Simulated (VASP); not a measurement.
# Pt (P2_1/m) in VASP: further runs

The runs below take Pt through single point, with PBEsol.

All numbers are computed with VASP 6.6.1; they aren't measurements. Logs are shortened: lines on timing, memory, paths and dates and some standing lists are left out, and cuts for length are marked.

### Step 1. The cell of the first run

The structure is monoclinic, space group P2_1/m (No. 11). Conventional cell: a = 2.770 Å, b = 3.918 Å, c = 2.770 Å, α = 90.00°, β = 90.00°, γ = 90.00°. Pt (site symmetry m) has 12 Pt at 2.62 to 2.94 Å within 3.5 Å.

### Step 2. Single point, PBEsol (atoms displaced along several vibrational modes)

Contents of INCAR:

```
SYSTEM = Pt
ALGO = Fast ; EDIFF = 1E-6
ENCUT = 520 ; GGA = PS
ISIF = 2 ; ISMEAR = 0
LASPH = .True. ; LCHARG = .False.
LREAL = .False. ; LWAVE = .False.
NBANDS = 17 ; NELM = 100
PREC = Accurate ; SIGMA = 0.15
```

Contents of KPOINTS:

```
k-points
0
Gamma
  16 16 12
  0 0 0
```

Contents of POSCAR:

```
Pt
1.0
    0.0000000000     -1.9589709029     -1.9589709029
    0.0000000000      1.9589709029     -1.9589709029
    3.9179418058      0.0000000000      0.0000000000
Pt
2
Direct
    0.5509961633      0.4943337596      0.5000000000
   -0.0509961633      0.0056662404      0.0000000000
```

Potentials or basis: VASP PAW PBE potentials, release 64 (Pt).

Run with:

```console
$ cat potpaw_PBE.64/Pt/POTCAR > POTCAR
$ mpirun -np 1 vasp_std > vasp.out
```

OUTCAR:

```text
SYSTEM = Pt
   EDIFF = 1E-6
   ENCUT = 520
   GGA = PS
   ISIF = 2
   ISMEAR = 0
   LASPH = .True.
   LREAL = .False.
   NELM = 100
   PREC = Accurate

 ion  position               nearest neighbor table
   1  0.551  0.494  0.500-   2 2.62   2 2.62   2 2.66   2 2.66   2 2.91   2 2.91   2 2.94   2 2.94

   2  0.949  0.006  0.000-   1 2.62   1 2.62   1 2.66   1 2.66   1 2.91   1 2.91   1 2.94   1 2.94

  LATTYP: Found a simple tetragonal cell.
 ALAT       =     2.7704032192
 C/A-ratio  =     1.4142135624

  Lattice vectors:

 A1 = (   0.0000000000,  -1.9589709029,  -1.9589709029)
 A2 = (   0.0000000000,   1.9589709029,  -1.9589709029)
 A3 = (   3.9179418058,   0.0000000000,   0.0000000000)

Analysis of symmetry for initial positions (statically):
=====================================================================
 Subroutine PRICEL returns:
 Original cell was already a primitive cell.

 Routine SETGRP: Setting up the symmetry group for a
 simple tetragonal supercell.

 Subroutine GETGRP returns: Found  4 space group operations
 (whereof  2 operations were pure point group operations)
 out of a pool of 16 trial point group operations.

The static configuration has the point symmetry C_1h.
 The point group associated with its full space group is C_2h.

Analysis of symmetry for dynamics (positions and initial velocities):
=====================================================================
 Subroutine PRICEL returns:
 Original cell was already a primitive cell.

 Routine SETGRP: Setting up the symmetry group for a
 simple tetragonal supercell.

 Subroutine GETGRP returns: Found  4 space group operations
 (whereof  2 operations were pure point group operations)
 out of a pool of 16 trial point group operations.

The dynamic configuration has the point symmetry C_1h.
 The point group associated with its full space group is C_2h.

 Subroutine INISYM returns: Found  4 space group operations
 (whereof  2 operations are pure point group operations),
 and found     1 'primitive' translations

----------------------------------------------------------------------------------------

                                     Primitive cell

  volume of cell :      30.0707

  direct lattice vectors                    reciprocal lattice vectors
     0.000000000 -1.958970903 -1.958970903     0.000000000 -0.255236052 -0.255236052
     0.000000000  1.958970903 -1.958970903     0.000000000  0.255236052 -0.255236052
     3.917941806  0.000000000  0.000000000     0.255236052  0.000000000  0.000000000

  length of vectors
     2.770403219  2.770403219  3.917941806     0.360958287  0.360958287  0.255236052

  position of ions in fractional coordinates (direct lattice)
     0.550996163  0.494333760  0.500000000
     0.949003837  0.005666240  0.000000000

  ion indices of the primitive-cell ions
   primitive index   ion index
                 1           1
                 2           2

----------------------------------------------------------------------------------------

 KPOINTS: k-points

Automatic generation of k-mesh.
 Grid dimensions read from file:
 generate k-points for:   16   16   12

 Generating k-lattice:

  Cartesian coordinates                     Fractional coordinates (reciprocal lattice)
     0.000000000 -0.015952253 -0.015952253     0.062500000  0.000000000  0.000000000
     0.000000000  0.015952253 -0.015952253     0.000000000  0.062500000  0.000000000
     0.021269671  0.000000000  0.000000000     0.000000000  0.000000000  0.083333333

  Length of vectors
     0.022559893  0.022559893  0.021269671

  Shift w.r.t. Gamma in fractional coordinates (k-lattice)
     0.000000000  0.000000000  0.000000000

 Subroutine IBZKPT returns following result:
 ===========================================

 Found    910 irreducible k-points:

 Following reciprocal coordinates:
            Coordinates               Weight
  0.000000  0.000000  0.000000      1.000000
  0.062500  0.000000  0.000000      2.000000
  0.000000  0.062500  0.000000      2.000000
  0.125000  0.000000  0.000000      2.000000
  0.000000  0.125000  0.000000      2.000000
  0.187500  0.000000  0.000000      2.000000
[... 16 lines left out ...]
  0.062500  0.125000  0.000000      2.000000
  0.187500  0.062500  0.000000      2.000000
 [... further k-points ...]
   k-points           NKPTS =    910   k-points in BZ     NKDIM =    910   number of bands    NBANDS=     17
   number of dos      NEDOS =    301   number of ions     NIONS =      2
   total plane-waves  NPLWV =  17280
   dimension x,y,z NGX =    24 NGY =   24 NGZ =   30
   dimension x,y,z NGXF=    48 NGYF=   48 NGZF=   60
   ions per type =               2
   NGX,Y,Z   is equivalent  to a cutoff of  14.40, 14.40, 12.73 a.u.
   NGXF,Y,Z  is equivalent  to a cutoff of  28.80, 28.80, 25.46 a.u.
 SYSTEM =  Pt
   PREC   = accura    normal or accurate (medium, high low for compatibility)
   ISTART =      0    job   : 0-new  1-cont  2-samecut
   ICHARG =      2    charge: 1-file 2-atom 10-const
   ISPIN  =      1    spin polarized calculation?
   LNONCOLLINEAR =      F non collinear calculations
   LSORBIT =      F    spin-orbit coupling
   LASPH  =      T    aspherical Exc in radial PAW
   ENCUT  =  520.0 eV  38.22 Ry    6.18 a.u.   5.15  5.15  7.28*2*pi/ulx,y,z
   NELM   =    100;   NELMIN=  2; NELMDL= -5     # of ELM steps
   EDIFF  = 0.1E-05   stopping-criterion for ELM
   LREAL  =      F    real-space projection
   EDIFFG = 0.1E-04   stopping-criterion for IOM
   NSW    =      0    number of steps for IOM
   IBRION =     -1    ionic relax: 0-MD 1-quasi-New 2-CG
   NFREE  =      0    steps in history (QN), initial steepest desc. (CG)
   ISIF   =      2    stress and relaxation
   ISYM   =      2    0-nonsym 1-usesym 2-fastsym
   POTIM  = 0.5000    time-step for ionic-motion
   TEBEG  =    0.0;   TEEND  =   0.0 temperature during run
   PSTRESS=    0.0 pullay stress
   NELECT =      20.0000    total number of electrons
   NUPDOWN=      -1.0000    fix difference up-down
   EMIN   =  10.00;   EMAX   =-10.00  energy-range for DOS
   EFERMI =   0.00;   METHOD = LEGACY
   ISMEAR =     0;   SIGMA  =   0.15  broadening in eV -4-tet -1-fermi 0-gaus
   EFERMI_NEDOS =   21; number of points for ismear=-14 and -15
   IALGO  =     68    algorithm
   IMIX   =      4    mixing-type and parameters
     AMIX     =   0.40;   BMIX     =  1.00
     AMIX_MAG =   1.60;   BMIX_MAG =  1.00
  volume/ion in A,a.u.               =      15.04       101.46
  Fermi-wavevector in a.u.,A,eV,Ry     =   1.429015  2.700447 27.784245  2.042084
  Thomas-Fermi vector in A             =   2.549015
   LORBIT       =      0    0 simple, 1 ext, 2 COOP (PROOUT), +10 PAW based schemes
   GGA     = PS    functional components
   LHFCALC =     F    Hartree Fock is set to
   AEXX    =    0.0000 exact exchange contribution
   IVDW    =     0    specifies the selected vdW correction
   LEPSILON=     F    determine dielectric tensor
   LRPA    =     F    only Hartree local field effects (RPA)
 non-spin polarized calculation
 RMM-DIIS sequential band-by-band and
 Gauss-broadening in eV      SIGMA  =   0.15
  energy-cutoff  :      520.00
  volume of cell :       30.07
 maximum number of plane-waves:       830
 NGX is ok and might be reduce to    24
   NGX = 11   NGY = 11   NGZ = 15

 number of electron      20.0000002 magnetization

 Free energy of the ion-electron system (eV)
  ---------------------------------------------------
  ext. energy  EPLUGINS =         0.00000000
  ---------------------------------------------------
  free energy    TOTEN  =       -13.73975334 eV

  energy without entropy =      -13.70165858  energy(sigma->0) =      -13.72070596

 E-fermi :  11.1836     XC(G=0): -13.6305

 val. band max:       11.1835563158   @ k =   0.3750   0.0625   0.1667
 cond. band min:      11.1841239538   @ k =  -0.4375   0.0625  -0.4167
 fundamental gap:      0.0005676379
 Fermi energy:        11.1835637033

 k-point     1 :       0.0000    0.0000    0.0000
  band No.  band energies     occupation
      1       0.8314      2.00000
      2       3.9527      2.00000
      3       4.6199      2.00000
      4       7.0486      2.00000
      5       7.1293      2.00000
      6       7.6350      2.00000
[... 9 lines left out ...]
     16      26.4001      0.00000
     17      30.4122      0.00000

 k-point     2 :       0.0625    0.0000    0.0000
  band No.  band energies     occupation
      1       0.9347      2.00000
      2       4.0091      2.00000
      3       4.7030      2.00000
      4       7.0801      2.00000
      5       7.1958      2.00000
      6       7.5732      2.00000
[... 9 lines left out ...]
     16      26.5579      0.00000
     17      30.1644      0.00000

 k-point     3 :       0.0000    0.0625    0.0000
  band No.  band energies     occupation
      1       0.9380      2.00000
      2       4.0450      2.00000
      3       4.6670      2.00000
      4       6.9912      2.00000
      5       7.1699      2.00000
      6       7.6564      2.00000
[... 9 lines left out ...]
     16      26.5229      0.00000
     17      30.5857      0.00000

 k-point     4 :       0.1250    0.0000    0.0000
  band No.  band energies     occupation
      1       1.2373      2.00000
      2       4.1613      2.00000
      3       4.9520      2.00000
      4       7.1703      2.00000
      5       7.3835      2.00000
      6       7.4021      2.00000
[... 9 lines left out ...]
     16      27.0047      0.00000
     17      29.0993      0.00000

 k-point     5 :       0.0000    0.1250    0.0000
  band No.  band energies     occupation
      1       1.2509      2.00000
      2       4.2961      2.00000
      3       4.8181      2.00000
      4       6.8346      2.00000
      5       7.2701      2.00000
      6       7.7096      2.00000
[... 9 lines left out ...]
     16      26.8592      0.00000
     17      29.4381      0.00000

 k-point     6 :       0.1875    0.0000    0.0000
  band No.  band energies     occupation
      1       1.7173      2.00000
      2       4.3772      2.00000
      3       5.3450      2.00000
      4       7.1295      2.00000
      5       7.3361      2.00000
      6       7.6431      2.00000
[... 9 lines left out ...]
     16      27.6588      0.00000
     17      27.9174      0.00000

 k-point     7 :       0.0000    0.1875    0.0000
  band No.  band energies     occupation
      1       1.7498      2.00000
      2       4.6201      2.00000
      3       5.1086      2.00000
      4       6.6192      2.00000
      5       7.3621      2.00000
      6       7.7412      2.00000
[... 9 lines left out ...]
     16      27.3074      0.00000
     17      28.4271      0.00000

 k-point     8 :       0.2500    0.0000    0.0000
  band No.  band energies     occupation
      1       2.3375      2.00000
      2       4.6327      2.00000
      3       5.8109      2.00000
      4       6.8380      2.00000
      5       7.5211      2.00000
      6       7.8557      2.00000
[... 9 lines left out ...]
     16      26.8122      0.00000
     17      28.3353      0.00000
[... 203 lines left out ...]
      1       1.0409      2.00000
      2       4.1028      2.00000
      3       4.7492      2.00000
      4       7.0139      2.00000
      5       7.2386      2.00000
      6       7.5992      2.00000
[... 9 lines left out ...]
     16      26.6889      0.00000
     17      30.3631      0.00000

 k-point    20 :       0.1250    0.0625    0.0000
  band No.  band energies     occupation
      1       1.3418      2.00000
      2       4.2550      2.00000
      3       4.9930      2.00000
      4       6.9599      2.00000
      5       7.4330      2.00000
      6       7.5920      2.00000
[... 9 lines left out ...]
     16      27.1153      0.00000
     17      29.2713      0.00000

 k-point    21 :      -0.0625    0.1250    0.0000
  band No.  band energies     occupation
      1       1.3525      2.00000
      2       4.3582      2.00000
      3       4.8953      2.00000
      4       6.8232      2.00000
      5       7.3439      2.00000
      6       7.6814      2.00000
[... 9 lines left out ...]
     16      27.0340      0.00000
     17      29.5107      0.00000

 k-point    22 :      -0.1250    0.0625    0.0000
  band No.  band energies     occupation
      1       1.3422      2.00000
      2       4.2568      2.00000
      3       4.9954      2.00000
      4       7.0216      2.00000
      5       7.4339      2.00000
      6       7.5081      2.00000
[... 9 lines left out ...]
     16      27.1455      0.00000
     17      29.2923      0.00000

 k-point    23 :       0.0625    0.1250    0.0000
  band No.  band energies     occupation
      1       1.3521      2.00000
      2       4.3564      2.00000
      3       4.8929      2.00000
      4       6.7885      2.00000
      5       7.3430      2.00000
      6       7.7375      2.00000
[... 9 lines left out ...]
     16      27.0042      0.00000
     17      29.4955      0.00000

 k-point    24 :       0.1875    0.0625    0.0000
  band No.  band energies     occupation
      1       1.8185      2.00000
      2       4.4706      2.00000
      3       5.3793      2.00000
      4       6.8413      2.00000
      5       7.6149      2.00000
      6       7.7051      2.00000
[... 9 lines left out ...]
     16      27.7679      0.00000
     17      28.1648      0.00000

 [... further k-points ...]
[... 5 lines left out ...]
  --------------------------------------------------------------------------------------
  -------------------------------------------------------------------------------------
  Total        1.6834621      0.6930717      0.3923085      0.0000000     -0.3755713      0.0000000
  in kB       89.6953612     36.9270633     20.9023121      0.0000000    -20.0105523      0.0000000
  external PRESSURE =      49.1749122 kB  Pullay stress =       0.0000000 kB

 VOLUME and BASIS-vectors are now :
 -----------------------------------------------------------------------------
  energy-cutoff  :      520.00
  volume of cell :       30.07
      direct lattice vectors                 reciprocal lattice vectors
     0.000000000 -1.958970903 -1.958970903     0.000000000 -0.255236052 -0.255236052
     0.000000000  1.958970903 -1.958970903     0.000000000  0.255236052 -0.255236052
     3.917941806  0.000000000  0.000000000     0.255236052  0.000000000  0.000000000

 POSITION                                       TOTAL-FORCE (eV/Angst)
 -----------------------------------------------------------------------------------
      1.95897     -0.11100     -2.04777         0.000000      1.064541      0.711681
      0.00000     -1.84797     -1.87017         0.000000     -1.064541     -0.711681
 -----------------------------------------------------------------------------------
    total drift:                               -0.000000      0.000000     -0.000000

  FREE ENERGIE OF THE ION-ELECTRON SYSTEM (eV)
  ---------------------------------------------------
  free  energy   TOTEN  =       -13.7397533442 eV

  energy  without entropy=      -13.7016585786  energy(sigma->0) =      -13.72070596
```

Run time: 7.9 min. Hardware: 1 thread of Intel Xeon 8259CL, shared host; peak memory 0.47 GiB.

What came out:

```yaml
Free_energy: -13.7398 eV
Pressure: 4.9 GPa
Largest_force: 1.281 eV/Å
Band_gap_on_the_k_mesh: zero (bands 10 and 11 overlap by 1.26 eV)
```

Forces on the atoms (eV/Å):
```
Pt   0.000  1.065  0.712
Pt   0.000 -1.065 -0.712
```

Stress tensor (GPa, compression positive):
```
 8.97  0.00  0.00
 0.00  3.69 -2.00
 0.00 -2.00  2.09
```

Caveat: the cell differs from its parent crystal (atoms displaced along several vibrational modes); the stress differs along the axes, from 2 to 9 GPa; the PAW data sets were made with another functional, which shifts forces and pressure a little; spin-orbit coupling is left out, which moves the levels of the heavy elements.

[end of part 1 of 2]
